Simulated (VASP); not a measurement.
Write the native input for VASP 6.6.1 that does the following.

```yaml
Task: single point
Functional: PBE
Potentials_or_basis: VASP PAW PBE potentials, release 64 (Cd)
Cutoff: 520 eV
k_mesh: 14 × 14 × 13
Occupations: fermi-dirac, width 0.1 eV
Spin: no spin polarisation
Dipole_correction: no
Further_INCAR_settings: ALGO = Normal; EDIFF = 1e-06; NBANDS = 12
```

The structure of Cd lies in POSCAR:

```
Cd
1.0
    2.6039156063      0.0000000000      0.0000000000
   -1.3019578032      2.2550570644      0.0000000000
    0.0000000000      0.0000000000      2.5801128106
Cd
1
Direct
    0.0000000000      0.0000000000      0.0000000000
```

One way to write it, as run:

INCAR

```
SYSTEM = Cd
ALGO     = Normal         ! electronic algorithm
EDIFF    = 1E-6           ! SCF threshold, eV
ENCUT    = 520            ! plane-wave cutoff, eV
GGA      = PE             ! functional
ISIF     = 2              ! what is computed and relaxed
ISMEAR   = -1             ! smearing method
LASPH    = .True.         ! aspherical terms in the spheres
LCHARG   = .False.        ! write CHGCAR
LREAL    = .False.        ! projectors in reciprocal space
LWAVE    = .False.        ! write WAVECAR
NBANDS   = 12             ! bands
NELM     = 100            ! most SCF steps
PREC     = Accurate       ! precision mode
SIGMA    = 0.1            ! smearing width, eV
```

KPOINTS

```
k-points
0
Gamma
  14 14 13
  0 0 0
```

Potentials or basis: VASP PAW PBE potentials, release 64 (Cd).

Run with:

```bash
$ cat potpaw_PBE.64/Cd/POTCAR > POTCAR
$ mpirun -np 1 vasp_std > vasp.out
```

It gave:

```json
{
 "Pressure": "75.8 GPa",
 "Band gap on the k mesh": "zero (band 6 reaches 10.04 eV, above the bottom of band 7 at 3.68 eV)"
}
```

Run time: 9 s on 1 thread of Intel(R) Xeon(R) 6975P-C (Granite Rapids) (shared host), peak memory 0.14 GiB.
